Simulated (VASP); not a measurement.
Runs of VASP 6.6.1 on LuH2. The structure is that of space group Fm-3m (No. 225), or close to it. The cells are those of the table. 

```tsv
task	cell	cutoff (eV)	smearing	gap on the mesh (eV)	pressure (GPa)	relaxed volume (Å³/atom)
relaxation of cell and atoms	relaxed from a = 3.506 Å, angles 60.0°, 3 atoms	600	fermi-dirac 0.15 eV	none	0.0	10.21
single point	a = 3.507 Å, angles 60.0°, 3 atoms	520	fermi-dirac 0.15 eV	none	0.4	-
relaxation of cell and atoms	relaxed from a = 3.559 Å, angles 60.0°, 3 atoms	600	gaussian 0.1 eV	none	0.0	(a)
single point	a = 3.506 Å, angles 60.0°, 3 atoms	520	gaussian 0.1 eV	none	0.3	-
```

Alike in all rows: level PBEsol; potentials or basis VASP PAW PBE potentials, release 64 (Lu, H); no spin polarisation; k mesh 14 × 14 × 14.

Problem. Estimate the missing entries.

Solution. (a) 10.20.

Caveats: the PAW data sets were made with another functional, which shifts forces and pressure a little; spin-orbit coupling is left out, which moves the levels of the heavy elements.

A k mesh can miss the band edges, and the runs leave out spin-orbit coupling on Lu.

A gap of «none» marks levels without a gap at the run's occupations.
